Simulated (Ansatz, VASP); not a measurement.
NiO2: VASP beside Ansatz

Contents of INCAR:

```
PREC = Accurate
ENCUT = 520
EDIFF = 1E-6
ISMEAR = 0
SIGMA = 0.05
LREAL = F
LASPH = T
NELM = 80
ALGO = Normal
ISIF = 2
LWAVE = F
LCHARG = T
GGA = PS
LELF = T
LVHAR = T
NBANDS = 18
```

File KPOINTS:

```
regular mesh
0
Gamma
  12 12 6
```

The input POSCAR:

```
NiO2
1.0
    2.8419904474      0.0000000000      0.0000000000
   -1.4209952237      2.4612359247      0.0000000000
    0.0000000000      0.0000000000      4.7717019612
Ni O
1 2
Direct
    0.0000000000      0.0000000000      0.5000000000
    0.6666666667      0.3333333333      0.7002287663
    0.3333333333      0.6666666667      0.2997712337
```

Input for Ansatz:

```yaml
crystal:
  lattice:
    - [2.8419904474, 0.0, 0.0]
    - [-1.4209952237, 2.4612359247, 0.0]
    - [0.0, 0.0, 4.7717019612]
  atoms:
    - { symbol: Ni, position: [0.0, 0.0, 0.5] }
    - { symbol: O, position: [0.6666666667, 0.3333333333, 0.7002287663] }
    - { symbol: O, position: [0.3333333333, 0.6666666667, 0.2997712337] }
basis:
  ecutwfc: 520.0
kpoints:
  mp_grid: { grid: [12, 12, 6] }
hamiltonian:
  xc: pbesol
scf:
  occupations: { method: gaussian, width: 0.05 }
output:
  forces: true
  stress: true
  eigenvalues: true
```

Alike in both runs: task single point; functional PBEsol; k mesh 12 × 12 × 6; occupations gaussian, width 0.05 eV; no spin polarisation.

|  | VASP | Ansatz |
| --- | --- | --- |
| version | VASP 6.6.1 | Ansatz 0.2.0 |
| potentials or method | VASP PAW PBE potentials, release 64 (Ni, O), cutoff 520 eV | scalar-relativistic, plane waves, PAW |
| valence electrons in the cell | 22 | 30 |

VASP gave:

| Item | Value |
| --- | --- |
| gap on the k mesh at the Fermi level (eV) | 0.88 |
| least direct gap on the mesh (eV) | 1.08 |
| pressure (GPa) | -10.2 |
| traceless stress, the component that is largest in VASP (GPa) | 2.84 |
| rms of the force components (eV/Å) | 0.371 |

Question: Which values does Ansatz return?

Answer: gap on the k mesh at the Fermi level (eV): 0.90; least direct gap on the mesh (eV): 1.10; pressure (GPa): -10.8; traceless stress, the component that is largest in VASP (GPa): 3.14; rms of the force components (eV/Å): 0.399.

VASP's potentials were made for PBE, not for PBEsol. Atom by atom the forces differ by 0.028 eV/Å (rms over components). VASP's potentials hold 22 valence electrons a cell and Ansatz's 30, so a difference there can come from the potentials and not from the codes.
